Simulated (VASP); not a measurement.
Wanted: the native input for a VASP 6.6.1 run.

```
Task                   : single point
Functional             : LDA
Potentials or basis    : VASP PAW LDA potentials, release 64 (Pd)
Cutoff                 : 520 eV
k mesh                 : 7 × 7 × 7
Occupations            : methfessel-paxton, width 0.1 eV
Spin                   : no spin polarisation
Dipole correction      : no
Further INCAR settings : ALGO = Normal; EDIFF = 1e-06; NBANDS = 17
```

The structure of Pd lies in POSCAR:

```
Pd
1.0
    0.0000000000      2.8095706463      2.8095706463
    2.8095706463      0.0000000000      2.8095706463
    2.8095706463      2.8095706463      0.0000000000
Pd
2
Direct
    0.0000000000      0.0000000000      0.0000000000
    0.2500000000      0.2500000000      0.2500000000
```

These files were run (other wordings do the same):

INCAR

```
ALGO = Normal
EDIFF = 1E-6
ENCUT = 520
GGA = CA
ISIF = 2
ISMEAR = 1
LASPH = T
LCHARG = F
LREAL = F
LWAVE = F
NBANDS = 17
NELM = 80
PREC = Accurate
SIGMA = 0.1
```

KPOINTS

```
k-points
0
Gamma
  7 7 7
```

Potentials or basis: VASP PAW LDA potentials, release 64 (Pd).

The run is started by

```console
$ cat potpaw_LDA.64/Pd/POTCAR > POTCAR
$ mpirun -np 1 vasp_std > vasp.out
```

It gave:

The pressure is -0.1 GPa and the band gap on the k mesh is zero (band 10 reaches 4.82 eV, above the bottom of band 11 at 4.38 eV).

Wall time 9.8 s on 1 thread of Intel(R) Xeon(R) Platinum 8124M CPU @ 3.00GHz (Skylake/Cascade Lake), with other jobs on the host, peak memory 0.15 GiB.
